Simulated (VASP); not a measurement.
**ZrIn: relaxation of shape and atoms at fixed volume with LDA**

ZrIn:

```
Zr In
1.0
     2.97504    0.00000    0.00000
     0.00000    2.97504    0.00000
     0.00000    0.00000    4.21923
Zr In
1 1
Direct
  0.00000 0.00000 0.00000
  0.50000 0.50000 0.50000
```

| Property | Result |
| --- | --- |
| Program | VASP 6.6.1 |
| Task | relaxation of shape and atoms at fixed volume |
| Functional | LDA |
| Potentials or basis | VASP PAW LDA potentials, release 64 (Zr_sv, In_d) |
| Cutoff | 600 eV |
| k mesh | 12 × 12 × 8 |
| Occupations | fermi-dirac, width 0.05 eV |
| Spin | no spin polarisation |
| Dipole correction | no |
| Further INCAR settings | ALGO = Normal; EDIFF = 1e-07; IBRION = 2; EDIFFG = -0.01; NSW = 50; ISIF = 4 |

```yaml
Energy_gained_by_relaxing: 0.1 meV/atom
Ionic_steps: 3
Pressure_after_relaxing: 14.4 GPa
Band_gap_on_the_k_mesh: zero (an odd number of electrons rules out a gap without spin polarisation)
```

The path:
| step | energy change (eV) | largest force (eV/Å) | pressure (GPa) | volume (Å³) |
| --- | --- | --- | --- | --- |
| 1 | 0.0000 | 0.0000 | 14.36 | 37.34 |
| 2 | -0.0001 | 0.0000 | 14.36 | 37.34 |
| 3 | -0.0002 | 0.0000 | 14.37 | 37.34 |

Final structure:
```
CELL_PARAMETERS angstrom
2.98057 0.00000 0.00000
0.00000 2.98057 0.00000
0.00000 0.00000 4.20358
ATOMIC_POSITIONS crystal
Zr 0.00000 0.00000 0.00000
In 0.50000 0.50000 0.50000
```

Levels at points of the mesh, in eV from the Fermi level:
| k point | band 9 | band 10 | band 11 | band 12 | band 13 | band 14 | band 15 | band 16 |
| --- | --- | --- | --- | --- | --- | --- | --- | --- |
| (0.00, 0.00, 0.00) | -14.22 | -9.83 | -1.95 | -1.41 | -0.05 | 3.34 | 3.34 | 5.12 |
| (0.50, 0.00, 0.00) | -14.18 | -5.07 | -5.05 | -2.61 | -0.87 | 1.88 | 3.55 | 6.14 |
| (0.50, 0.50, 0.00) | -13.91 | -4.35 | -0.81 | -0.81 | 0.27 | 0.27 | 0.43 | 4.50 |
| (0.00, 0.00, 0.50) | -14.22 | -8.07 | -5.32 | -1.49 | 0.49 | 1.94 | 1.94 | 5.07 |
| (0.50, 0.00, 0.50) | -14.18 | -6.20 | -3.00 | -1.12 | -0.71 | 2.32 | 2.40 | 3.49 |
| (0.50, 0.50, 0.50) | -13.91 | -3.68 | -3.31 | -3.31 | -0.34 | 2.74 | 4.75 | 6.31 |

Run time: 57 s on 1 thread of Intel(R) Xeon(R) 6975P-C (Granite Rapids) (shared host), peak memory 0.23 GiB.

Caveat: spin-orbit coupling is left out, which moves the levels of the heavy elements.
